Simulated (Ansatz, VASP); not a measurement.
# B in VASP and in Ansatz

INCAR

```
SYSTEM = B
PREC = Accurate
ENCUT = 600
EDIFF = 1E-6
ISMEAR = 0
SIGMA = 0.1
LREAL = .FALSE.
LASPH = .TRUE.
NELM = 100
ALGO = Normal
ISIF = 3
LWAVE = .FALSE.
LCHARG = .FALSE.
GGA = PE
IBRION = 2
NSW = 100
EDIFFG = -0.01
```

Contents of KPOINTS:

```
Automatic mesh
0
G
  18 18 14
  0 0 0
```

The input POSCAR:

```
B
1.0
    2.4820172821      0.0000000000      0.0000000000
    0.0000000000      2.4820172821      0.0000000000
    0.0000000000      0.0000000000      3.4286219894
B
3
Direct
    0.5000000000      0.5000000000      0.2517846660
    0.5000000000      0.5000000000      0.7482153340
    0.0000000000      0.0000000000      0.0000000000
```

Input for Ansatz:

```yaml
crystal:
  lattice:
    - [2.4820172821, 0.0, 0.0]
    - [0.0, 2.4820172821, 0.0]
    - [0.0, 0.0, 3.4286219894]
  atoms:
    - { symbol: B, position: [0.5, 0.5, 0.251784666] }
    - { symbol: B, position: [0.5, 0.5, 0.748215334] }
    - { symbol: B, position: [0.0, 0.0, 0.0] }
basis:
  ecutwfc: 420
kpoints:
  mp_grid: { grid: [18, 18, 14] }
hamiltonian:
  xc: pbe
scf:
  occupations: { method: gaussian, width: 0.1 }
output:
  forces: true
  stress: true
  eigenvalues: true
relax:
  adjacent_minimum: "off"
  f_tol: 0.01
  max_steps: 80
  cell: { stress_tol: 0.05 }
```

Alike in both runs: task relaxation of cell and atoms; functional PBE; k mesh 18 × 18 × 14; occupations gaussian, width 0.1 eV; no spin polarisation.

|  | VASP | Ansatz |
| --- | --- | --- |
| version | VASP 6.6.1 | Ansatz 0.2.0 |
| potentials or method | VASP PAW PBE potentials, release 64 (B), cutoff 600 eV | scalar-relativistic, plane waves, PAW |
| valence electrons in the cell | 9 | 9 |

VASP gave:

- gap on the k mesh at the Fermi level, each at its own relaxed structure (eV): none
- relaxed volume (Å³/atom): 6.93
- relaxed cell length with the largest relative difference (Å): 2.443

What did Ansatz give for the same quantities?

gap on the k mesh at the Fermi level, each at its own relaxed structure (eV): none; relaxed volume (Å³/atom): 6.94; relaxed cell length with the largest relative difference (Å): 2.444.

A gap of «none» marks a metal or a gap that the smearing closes.
